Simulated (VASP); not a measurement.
## Li: single point with revPBE

Li:

```xyz
1
Lattice="-1.6691 1.6691 1.6691 1.6691 -1.6691 1.6691 1.6691 1.6691 -1.6691" Properties=species:S:1:pos:R:3 pbc="T T T"
Li    0.0000    0.0000    0.0000
```

- Program: VASP 6.6.1
- Task: single point
- Functional: revPBE
- Potentials or basis: VASP PAW PBE potentials, release 64 (Li_sv)
- Cutoff: 520 eV
- k mesh: 21 × 21 × 21
- Occupations: fermi-dirac, width 0.1 eV
- Spin: no spin polarisation

| Item | Value |
| --- | --- |
| Band gap on the k mesh | zero (an odd number of electrons rules out a gap without spin polarisation) |

Levels at points of the mesh, in eV from the Fermi level:
```
           k point  band 1  band 2  band 3  band 4  band 5  band 6
(0.00, 0.00, 0.00)  -46.55   -3.71   15.75   15.75   15.75   20.47
```

Wall time 9.2 s on 1 thread of Intel(R) Xeon(R) 6975P-C (Granite Rapids), with other jobs on the host, peak memory 0.15 GiB.
